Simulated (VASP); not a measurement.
Wanted: the native input for a VASP 6.6.1 run.

```
Task                   : single point
Functional             : PBEsol
Potentials or basis    : VASP PAW PBE potentials, release 64 (Co)
Cutoff                 : 520 eV
k mesh                 : 15 × 15 × 15
Occupations            : fermi-dirac, width 0.1 eV
Spin                   : no spin polarisation
Dipole correction      : no
Further INCAR settings : ALGO = Normal; EDIFF = 1e-06; NBANDS = 10
```

The structure of Co lies in POSCAR:

```
Co
1.0
    0.0000000000      1.7046286775      1.7046286775
    1.7046286775      0.0000000000      1.7046286775
    1.7046286775      1.7046286775      0.0000000000
Co
1
Direct
    0.0000000000      0.0000000000      0.0000000000
```

One way to write it, as run:

INCAR

```
ALGO     = Normal         # electronic algorithm
EDIFF    = 1E-6           # SCF threshold, eV
ENCUT    = 520            # plane-wave cutoff, eV
GGA      = PS             # functional
ISIF     = 2              # what is computed and relaxed
ISMEAR   = -1             # smearing method
LASPH    = T              # aspherical terms in the spheres
LCHARG   = F              # write CHGCAR
LREAL    = F              # projectors in reciprocal space
LWAVE    = F              # write WAVECAR
NBANDS   = 10             # bands
NELM     = 80             # most SCF steps
PREC     = Accurate       # precision mode
SIGMA    = 0.1            # smearing width, eV
```

KPOINTS

```
k-points
0
Gamma
  15 15 15
```

Potentials or basis: VASP PAW PBE potentials, release 64 (Co).

The run is started by

```bash
$ cat potpaw_PBE.64/Co/POTCAR > POTCAR
$ mpirun -np 1 vasp_std > vasp.out
```

It gave:

```json
{"Pressure": "-1.0 GPa"}
```

Caveat: the PAW data sets were made with another functional, which shifts forces and pressure a little; the run has no spin polarisation, though such a crystal can be magnetic.

Wall time 13 s on 1 thread of Intel(R) Xeon(R) Platinum 8259CL CPU @ 2.50GHz (Skylake/Cascade Lake), on a shared host, peak memory 0.13 GiB.
